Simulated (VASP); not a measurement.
Runs of VASP 6.6.1 on TiB2N3. The structure is that of space group P4mm (No. 99), or close to it. The cells are those of the table. 

```csv
task,spin,cell,k mesh,cutoff (eV),gap on the mesh (eV),pressure (GPa),relaxed volume (Å³/atom),largest force (eV/Å)
single point,off,"a = 3.261, b = 3.261, c = 4.754 Å, 6 atoms",12 × 12 × 8,520,none,0.0,-,0.03
relaxation of cell and atoms,off,"relaxed from a = 3.227, b = 3.227, c = 4.826 Å, 6 atoms",6 × 6 × 4,600,none,-0.1,(a),0.03
relaxation of cell and atoms,off,"relaxed from a = 3.255, b = 3.255, c = 4.771 Å, 6 atoms",12 × 12 × 8,600,none,0.0,8.42,0.01
single point,off,"a = 3.255, b = 3.255, c = 4.771 Å, 6 atoms",6 × 6 × 4,520,none,0.1,-,0.04
relaxation of cell and atoms,"collinear, ferromagnetic start","relaxed from a = 4.058, b = 4.058, c = 3.651 Å, 6 atoms",4 × 4 × 6,600,none,0.1,8.81,0.04
```

Alike in all rows: level PBE; potentials or basis VASP PAW PBE potentials, release 64 (Ti_sv, B, N); smearing gaussian 0.1 eV.

Question: Estimate the missing entries.

Answer: (a) 8.43.

Caveats: some runs use coarse meshes.

A gap of «none» marks levels without a gap at the run's occupations.
